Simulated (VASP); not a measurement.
AlNi: single point with PBE

AlNi:

```
CELL_PARAMETERS angstrom
2.88100 0.00000 0.00000
0.00000 2.88100 0.00000
0.00000 0.00000 2.88100
ATOMIC_POSITIONS crystal
Ni 0.50000 0.50000 0.50000
Al 0.00000 0.00000 0.00000
```

- Program: VASP 6.6.1
- Task: single point
- Functional: PBE
- Potentials or basis: VASP PAW PBE potentials, release 64 (Ni, Al)
- Cutoff: 520 eV
- k mesh: 9 × 9 × 9
- Occupations: gaussian, width 0.014 eV
- Spin: collinear spin, ferromagnetic start
- Starting moments: [1.0, 0.0] μB

```yaml
Pressure: 1.8 GPa
Net_moment: 0.00 μB per cell
Valence_electrons_inside_the_program's_atomic_spheres: Ni 9.46; Al 0.80
```

Levels at points of the mesh, in eV from the Fermi level:
Spin up:
```
           k point  band 4  band 5  band 6  band 7  band 8  band 9
(0.00, 0.00, 0.00)   -1.58   -1.58   -1.58    5.47    5.47    5.47
```
Spin down:
```csv
k point,band 3,band 4,band 5,band 6,band 7,band 8,band 9,band 10
"(0.00, 0.00, 0.00)",-3.26,-1.58,-1.58,-1.58,5.47,5.47,5.47,8.10
```

Run time: 40 s on 1 thread of Intel Xeon 8259CL (shared host), peak memory 0.16 GiB.
